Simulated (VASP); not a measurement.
# GeSe (Pnma) in VASP: single point with PBE+D3(BJ)

Aim: the single point of GeSe with PBE+D3(BJ).

Everything below comes from runs of VASP 6.6.1. Logs are shortened: lines on timing, memory, paths and dates and some standing lists are left out, and cuts for length are marked.

**1. The cell of the first run**

Symmetry: Pnma, No. 62, orthorhombic system. Conventional cell: a = 10.955 Å, b = 3.876 Å, c = 4.428 Å, α = 90.00°, β = 90.00°, γ = 90.00°. Within 3.4 Å of Ge (site symmetry m) lie 5 Se at 2.58 to 3.34 Å. Se (site symmetry m) has 5 Ge at 2.58 to 3.34 Å within 3.4 Å.

**2. Single point, PBE+D3(BJ)**

File INCAR:

```
ALGO     = Normal         # electronic algorithm
EDIFF    = 1E-6           # SCF threshold, eV
ENCUT    = 500            # plane-wave cutoff, eV
GGA      = PE             # functional
GGA_COMPAT= F            
ISIF     = 2              # what is computed and relaxed
ISMEAR   = 0              # smearing method
IVDW     = 12             # dispersion correction
LASPH    = T              # aspherical terms in the spheres
LCHARG   = F              # write CHGCAR
LREAL    = F              # projectors in reciprocal space
LWAVE    = F              # write WAVECAR
NBANDS   = 50             # bands
NELM     = 120            # most SCF steps
PREC     = Accurate       # precision mode
SIGMA    = 0.02           # smearing width, eV
```

File KPOINTS:

```
k-points
0
Gamma
  4 8 6
```

File POSCAR:

```
GeSe
1.0
   10.9547071755      0.0000000000      0.0000000000
    0.0000000000      3.8759920701      0.0000000000
    0.0000000000      0.0000000000      4.4281424284
Ge Se
4 4
Direct
    0.1232790831      0.2500000000      0.1134886422
    0.8767209169      0.7500000000      0.8865113578
    0.3767209169      0.7500000000      0.6134886422
    0.6232790831      0.2500000000      0.3865113578
    0.8546790044      0.2500000000      0.4985725443
    0.1453209956      0.7500000000      0.5014274557
    0.6453209956      0.7500000000     -0.0014274557
    0.3546790044      0.2500000000      1.0014274557
```

Potentials or basis: VASP PAW PBE potentials, release 64 (Ge_d, Se).

The run is started by

```
$ cat potpaw_PBE.64/Ge_d/POTCAR potpaw_PBE.64/Se/POTCAR > POTCAR
$ mpirun -np 1 vasp_std > vasp.out
```

OUTCAR:

```text
EDIFF = 1E-6
   ENCUT = 500
   GGA = PE
   ISIF = 2
   ISMEAR = 0
   IVDW = 12
   LASPH = T
   LREAL = F
   NELM = 120
   PREC = Accurate
 IVDW          = 12

 ion  position               nearest neighbor table
   1  0.123  0.250  0.113-   8 2.58   6 2.60   6 2.60
   2  0.877  0.750  0.887-   7 2.58   5 2.60   5 2.60
   3  0.377  0.750  0.613-   6 2.58   8 2.60   8 2.60
   4  0.623  0.250  0.387-   5 2.58   7 2.60   7 2.60
   5  0.855  0.250  0.499-   4 2.58   2 2.60   2 2.60
   6  0.145  0.750  0.501-   3 2.58   1 2.60   1 2.60
   7  0.645  0.750  0.999-   2 2.58   4 2.60   4 2.60
   8  0.355  0.250  0.001-   1 2.58   3 2.60   3 2.60

  LATTYP: Found a simple orthorhombic cell.
 ALAT       =     3.8759920701
 B/A-ratio  =     1.1424539443
 C/A-ratio  =     2.8262976233

  Lattice vectors:

 A1 = (   0.0000000000,   3.8759920701,   0.0000000000)
 A2 = (   0.0000000000,   0.0000000000,   4.4281424284)
 A3 = (  10.9547071755,   0.0000000000,   0.0000000000)

Analysis of symmetry for initial positions (statically):
=====================================================================
 Subroutine PRICEL returns:
 Original cell was already a primitive cell.

 Routine SETGRP: Setting up the symmetry group for a
 simple orthorhombic supercell.

 Subroutine GETGRP returns: Found  8 space group operations
 (whereof  2 operations were pure point group operations)
 out of a pool of  8 trial point group operations.

The static configuration has the point symmetry S_2 .
 The point group associated with its full space group is D_2h.

Analysis of symmetry for dynamics (positions and initial velocities):
=====================================================================
 Subroutine PRICEL returns:
 Original cell was already a primitive cell.

 Routine SETGRP: Setting up the symmetry group for a
 simple orthorhombic supercell.

 Subroutine GETGRP returns: Found  8 space group operations
 (whereof  2 operations were pure point group operations)
 out of a pool of  8 trial point group operations.

The dynamic configuration has the point symmetry S_2 .
 The point group associated with its full space group is D_2h.

 Subroutine INISYM returns: Found  8 space group operations
 (whereof  2 operations are pure point group operations),
 and found     1 'primitive' translations

----------------------------------------------------------------------------------------

                                     Primitive cell

  volume of cell :     188.0205

  direct lattice vectors                    reciprocal lattice vectors
    10.954707175  0.000000000  0.000000000     0.091284959  0.000000000  0.000000000
     0.000000000  3.875992070  0.000000000     0.000000000  0.257998464  0.000000000
     0.000000000  0.000000000  4.428142428     0.000000000  0.000000000  0.225828328

  length of vectors
    10.954707175  3.875992070  4.428142428     0.091284959  0.257998464  0.225828328

  position of ions in fractional coordinates (direct lattice)
     0.123279083  0.250000000  0.113488642
     0.876720917  0.750000000  0.886511358
     0.376720917  0.750000000  0.613488642
     0.623279083  0.250000000  0.386511358
     0.854679004  0.250000000  0.498572544
     0.145320996  0.750000000  0.501427456
     0.645320996  0.750000000  0.998572544
     0.354679004  0.250000000  0.001427456

  ion indices of the primitive-cell ions
   primitive index   ion index
                 1           1
                 2           2
                 3           3
                 4           4
                 5           5
                 6           6
                 7           7
                 8           8

----------------------------------------------------------------------------------------

 KPOINTS: k-points

Automatic generation of k-mesh.
 Grid dimensions read from file:
 generate k-points for:    4    8    6

 Generating k-lattice:

  Cartesian coordinates                     Fractional coordinates (reciprocal lattice)
     0.022821240  0.000000000  0.000000000     0.250000000  0.000000000  0.000000000
     0.000000000  0.032249808  0.000000000     0.000000000  0.125000000  0.000000000
     0.000000000  0.000000000  0.037638055     0.000000000  0.000000000  0.166666667

  Length of vectors
     0.022821240  0.032249808  0.037638055

  Shift w.r.t. Gamma in fractional coordinates (k-lattice)
     0.000000000  0.000000000  0.000000000

 Subroutine IBZKPT returns following result:
 ===========================================

 Found     60 irreducible k-points:

 Following reciprocal coordinates:
            Coordinates               Weight
  0.000000  0.000000  0.000000      1.000000
  0.250000  0.000000  0.000000      2.000000
  0.500000  0.000000  0.000000      1.000000
  0.000000  0.125000  0.000000      2.000000
  0.250000  0.125000  0.000000      4.000000
  0.500000  0.125000  0.000000      2.000000
[... 16 lines left out ...]
  0.250000  0.250000  0.166667      8.000000
  0.500000  0.250000  0.166667      4.000000
 [... further k-points ...]
   k-points           NKPTS =     60   k-points in BZ     NKDIM =     60   number of bands    NBANDS=     50
   number of dos      NEDOS =    301   number of ions     NIONS =      8
   total plane-waves  NPLWV =  71680
   dimension x,y,z NGX =    80 NGY =   28 NGZ =   32
   dimension x,y,z NGXF=   160 NGYF=   56 NGZF=   64
   ions per type =               4   4
   NGX,Y,Z   is equivalent  to a cutoff of  12.14, 12.01, 12.01 a.u.
   NGXF,Y,Z  is equivalent  to a cutoff of  24.28, 24.02, 24.03 a.u.
 SYSTEM =  unknown system
   PREC   = accura    normal or accurate (medium, high low for compatibility)
   ISTART =      0    job   : 0-new  1-cont  2-samecut
   ICHARG =      2    charge: 1-file 2-atom 10-const
   ISPIN  =      1    spin polarized calculation?
   LNONCOLLINEAR =      F non collinear calculations
   LSORBIT =      F    spin-orbit coupling
   LASPH  =      T    aspherical Exc in radial PAW
   ENCUT  =  500.0 eV  36.75 Ry    6.06 a.u.  19.97  7.07  8.07*2*pi/ulx,y,z
   NELM   =    120;   NELMIN=  2; NELMDL= -5     # of ELM steps
   EDIFF  = 0.1E-05   stopping-criterion for ELM
   LREAL  =      F    real-space projection
   EDIFFG = 0.1E-04   stopping-criterion for IOM
   NSW    =      0    number of steps for IOM
   IBRION =     -1    ionic relax: 0-MD 1-quasi-New 2-CG
   NFREE  =      0    steps in history (QN), initial steepest desc. (CG)
   ISIF   =      2    stress and relaxation
   ISYM   =      2    0-nonsym 1-usesym 2-fastsym
   POTIM  = 0.5000    time-step for ionic-motion
   TEBEG  =    0.0;   TEEND  =   0.0 temperature during run
   PSTRESS=    0.0 pullay stress
   NELECT =      80.0000    total number of electrons
   NUPDOWN=      -1.0000    fix difference up-down
   EMIN   =  10.00;   EMAX   =-10.00  energy-range for DOS
   EFERMI =   0.00;   METHOD = LEGACY
   ISMEAR =     0;   SIGMA  =   0.02  broadening in eV -4-tet -1-fermi 0-gaus
   EFERMI_NEDOS =   21; number of points for ismear=-14 and -15
   IALGO  =     38    algorithm
   IMIX   =      4    mixing-type and parameters
     AMIX     =   0.40;   BMIX     =  1.00
     AMIX_MAG =   1.60;   BMIX_MAG =  1.00
  volume/ion in A,a.u.               =      23.50       158.60
  Fermi-wavevector in a.u.,A,eV,Ry     =   1.231317  2.326851 20.628346  1.516141
  Thomas-Fermi vector in A             =   2.366131
   LORBIT       =      0    0 simple, 1 ext, 2 COOP (PROOUT), +10 PAW based schemes
   GGA     = PE    functional components
   LHFCALC =     F    Hartree Fock is set to
   AEXX    =    0.0000 exact exchange contribution
   IVDW    =    12    specifies the selected vdW correction
   LEPSILON=     F    determine dielectric tensor
   LRPA    =     F    only Hartree local field effects (RPA)
 non-spin polarized calculation
 Gauss-broadening in eV      SIGMA  =   0.02
  energy-cutoff  :      500.00
  volume of cell :      188.02
 maximum number of plane-waves:      4816
 NGX is ok and might be reduce to    80
   NGX = 39   NGY = 15   NGZ = 17

 number of electron      80.0000039 magnetization

 Free energy of the ion-electron system (eV)
  ---------------------------------------------------
  ext. energy  EPLUGINS =         0.00000000
  ---------------------------------------------------
  free energy    TOTEN  =       -33.85324250 eV

  energy without entropy =      -33.85324250  energy(sigma->0) =      -33.85324250

 E-fermi :   4.2615     XC(G=0):  -9.8259

 val. band max:        4.1471615542   @ k =   0.0000   0.0000   0.3333
 cond. band min:       4.8716100031   @ k =   0.0000   0.0000   0.0000
 fundamental gap:      0.7244484489
 Fermi energy:         4.2614932494

 k-point     1 :       0.0000    0.0000    0.0000
  band No.  band energies     occupation
      1     -20.4298      2.00000
      2     -20.4279      2.00000
      3     -20.4269      2.00000
      4     -20.4257      2.00000
      5     -20.4255      2.00000
      6     -20.4254      2.00000
[... 42 lines left out ...]
     49       9.0512      0.00000
     50       9.3441      0.00000

 k-point     2 :       0.2500    0.0000    0.0000
  band No.  band energies     occupation
      1     -20.4295      2.00000
      2     -20.4282      2.00000
      3     -20.4268      2.00000
      4     -20.4261      2.00000
      5     -20.4252      2.00000
      6     -20.4251      2.00000
[... 42 lines left out ...]
     49       9.2601      0.00000
     50       9.4430      0.00000

 k-point     3 :       0.5000    0.0000    0.0000
  band No.  band energies     occupation
      1     -20.4289      2.00000
      2     -20.4289      2.00000
      3     -20.4265      2.00000
      4     -20.4265      2.00000
      5     -20.4248      2.00000
      6     -20.4248      2.00000
[... 1102 lines left out ...]
     49       8.1901      0.00000
     50       9.0131      0.00000

 k-point    24 :       0.5000    0.2500    0.1667
  band No.  band energies     occupation
      1     -20.4292      2.00000
      2     -20.4292      2.00000
      3     -20.4281      2.00000
      4     -20.4281      2.00000
      5     -20.4239      2.00000
      6     -20.4239      2.00000
[... 42 lines left out ...]
     49       8.4833      0.00000
     50       8.4833      0.00000

 [... further k-points ...]

------------------------ aborting loop because EDIFF is reached ----------------------------------------

 Edisp (eV)   -2.86461

 E8    (eV) :    -1.2311

  FORCE on cell =-STRESS in cart. coord.  units (eV):
  Direction    XX          YY          ZZ          XY          YZ          ZX
  --------------------------------------------------------------------------------------
  -------------------------------------------------------------------------------------
  Total       0.13649     0.10882     0.09412     0.00000     0.00000     0.00000
  in kB       1.16311     0.92727     0.80199     0.00000     0.00000     0.00000
  external pressure =        0.96 kB  Pullay stress =        0.00 kB

 VOLUME and BASIS-vectors are now :
 -----------------------------------------------------------------------------
  energy-cutoff  :      500.00
  volume of cell :      188.02
      direct lattice vectors                 reciprocal lattice vectors
    10.954707175  0.000000000  0.000000000     0.091284959  0.000000000  0.000000000
     0.000000000  3.875992070  0.000000000     0.000000000  0.257998464  0.000000000
     0.000000000  0.000000000  4.428142428     0.000000000  0.000000000  0.225828328

 POSITION                                       TOTAL-FORCE (eV/Angst)
 -----------------------------------------------------------------------------------
      1.35049      0.96900      0.50254        -0.019487      0.000000     -0.018809
      9.60422      2.90699      3.92560         0.019487      0.000000      0.018809
      4.12687      2.90699      2.71662         0.019487     -0.000000     -0.018809
      6.82784      0.96900      1.71153        -0.019487      0.000000      0.018809
      9.36276      0.96900      2.20775         0.012486      0.000000     -0.017501
      1.59195      2.90699      2.22039        -0.012486      0.000000      0.017501
      7.06930      2.90699      4.42182        -0.012486     -0.000000     -0.017501
      3.88540      0.96900      0.00632         0.012486      0.000000      0.017501
 -----------------------------------------------------------------------------------
    total drift:                               -0.000000     -0.000000     -0.000000

  FREE ENERGIE OF THE ION-ELECTRON SYSTEM (eV)
  ---------------------------------------------------
  free  energy   TOTEN  =       -36.7178510300 eV

  energy  without entropy=      -36.7178510300  energy(sigma->0) =      -36.71785103
```

It took 6.3 min on 1 thread of Intel Xeon Platinum 8259CL at 2.50GHz (Skylake/Cascade Lake), shared host; peak memory 0.53 GiB.

What came out:

```yaml
Free_energy: -36.7179 eV
Pressure: 0.1 GPa
Largest_force: 0.027 eV/Å
Band_gap_on_the_k_mesh: 0.72 eV, indirect (least direct gap 0.92 eV)
Dispersion_energy_per_atom: -0.358 eV
```

Forces in eV/Å, atoms in the order of the input:
```
Ge  -0.019  0.000 -0.019
Ge   0.019  0.000  0.019
Ge   0.019  0.000 -0.019
Ge  -0.019  0.000  0.019
Se   0.012  0.000 -0.018
Se  -0.012  0.000  0.018
Se  -0.012  0.000 -0.018
Se   0.012  0.000  0.018
```
